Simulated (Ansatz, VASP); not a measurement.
**One calculation of Pb, two programs**

```
CELL_PARAMETERS angstrom
0.00000 2.47256 2.47256
2.47256 0.00000 2.47256
2.47256 2.47256 0.00000
ATOMIC_POSITIONS crystal
Pb 0.00000 0.00000 0.00000
```

Alike in both runs: task single point; functional r2SCAN; k mesh 14 × 14 × 14; occupations gaussian, width 0.1 eV; no spin polarisation.

|  | VASP | Ansatz |
| --- | --- | --- |
| version | VASP 6.6.1 | Ansatz 0.2.0 |
| potentials or method | VASP PAW PBE potentials, release 64 (Pb_d), cutoff 520 eV | scalar-relativistic, plane waves, PAW |
| valence electrons in the cell | 14 | 14 |

```csv
,VASP,Ansatz,Ansatz less VASP
gap on the k mesh at the Fermi level (eV),none,none,-
pressure (GPa),1.4,1.4,+0.01
```

VASP's potentials were made for PBE, not for r2SCAN. A gap of «none» marks a metal or a gap that the smearing closes. With one functional, cell and mesh, what is left measures potentials, basis and numerics.

Neither program's run includes spin-orbit coupling.
